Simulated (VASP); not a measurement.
**AlN (rocksalt type): relaxation of cell and atoms with PBE**

Crystal: AlN (rocksalt type).

```xyz
2
Lattice="0.0000 1.9355 1.9355 1.9355 0.0000 1.9355 1.9355 1.9355 0.0000" Properties=species:S:1:pos:R:3 pbc="T T T"
Al    0.0000    0.0000    0.0000
N     1.9355    1.9355    1.9355
```

```yaml
Program: VASP 6.6.1
Task: relaxation of cell and atoms
Functional: PBE
Potentials_or_basis: VASP PAW PBE potentials, release 64 (Al, N)
Cutoff: 600 eV
k_mesh: 16 × 16 × 16
Occupations: fermi-dirac, width 0.1 eV
Spin: no spin polarisation
Target_pressure: 51 GPa
Dipole_correction: no
Further_INCAR_settings: ALGO = Normal; EDIFF = 1e-07; IBRION = 2; EDIFFG = -0.005; NSW = 60; ISIF = 3
```

The relaxed volume is 7.25 Å³/atom, the relaxed cell is a = 2.737 Å, b = 2.737 Å, c = 2.737 Å, α = 60.00°, β = 60.00°, γ = 60.00° and the space group after relaxing (to 0.1 Å) is Fm-3m (No. 225). The energy change on relaxing (the run minimises the enthalpy) is +1.6 meV/atom and the ionic steps are 3. The pressure after relaxing is 51.0 GPa. The band gap on the k mesh is 5.05 eV (least direct gap 7.71 eV).

Step by step:
```csv
step,energy change (eV),largest force (eV/Å),pressure (GPa),volume (Å³)
1,0.0000,0.0000,50.70,14.50
2,0.0090,0.0000,51.56,14.47
3,0.0032,0.0000,51.01,14.49
```

Final structure:
```xyz
2
Lattice="0.0000 1.9350 1.9350 1.9350 0.0000 1.9350 1.9350 1.9350 0.0000" Properties=species:S:1:pos:R:3 pbc="T T T"
Al    0.0000    0.0000    0.0000
N     1.9350    1.9350    1.9350
```

Levels at points of the mesh, in eV from the valence-band top:
| k point | band 2 | band 3 | band 4 | band 5 | band 6 | band 7 |
| --- | --- | --- | --- | --- | --- | --- |
| (0.00, 0.00, 0.00) | 0.00 | 0.00 | 0.00 | 7.71 | 12.58 | 12.58 |
| (0.50, 0.00, 0.00) | -9.19 | -1.34 | -1.34 | 7.00 | 12.11 | 12.11 |
| (0.50, 0.50, 0.00) | -8.31 | -3.15 | -3.15 | 5.05 | 5.95 | 15.73 |

It took 36 s on 1 thread of Intel Xeon 8259CL, with other jobs on the host, peak memory 0.15 GiB.

Caveat: the cell is relaxed towards a set pressure, so the run minimises the enthalpy, not the energy. A k mesh can miss the band edges.
